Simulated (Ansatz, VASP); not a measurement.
**LaAsRuO: VASP beside Ansatz**

```
La As Ru O
1.0
     4.10935    0.00000    0.00000
     0.00000    4.10935    0.00000
     0.00000    0.00000    8.40804
La As Ru O
2 2 2 2
Direct
  0.50000 0.00000 0.14175
  0.00000 0.50000 0.85825
  0.50000 0.00000 0.65439
  0.00000 0.50000 0.34561
  0.00000 0.00000 0.50000
  0.50000 0.50000 0.50000
  0.00000 0.00000 0.00000
  0.50000 0.50000 0.00000
```

Alike in both runs: functional PBE; dispersion D3(BJ); k mesh 8 × 8 × 4; occupations gaussian, width 0.1 eV; no spin polarisation.

Ansatz relaxed the structure, and its values are those at the end. VASP's run is a single point on that final structure, the one shown.

|  | VASP | Ansatz |
| --- | --- | --- |
| version | VASP 6.6.1 | Ansatz 0.2.0 |
| potentials or method | VASP PAW PBE potentials, release 64 (La, As, Ru_pv, O), cutoff 520 eV | scalar-relativistic, plane waves, PAW |
| valence electrons in the cell | 72 | 96 |

```tsv
	VASP	Ansatz	Ansatz less VASP
gap on the k mesh at the Fermi level (eV)	none	none	-
pressure (GPa)	0.0	0.0	+0.02
rms of the force components (eV/Å)	0.012	0.001	-0.0111
```

A gap of «none» marks a metal or a gap that the smearing closes. VASP's potentials hold 72 valence electrons a cell and Ansatz's 96, so a difference there can come from the potentials and not from the codes.

Neither program's run includes spin-orbit coupling.
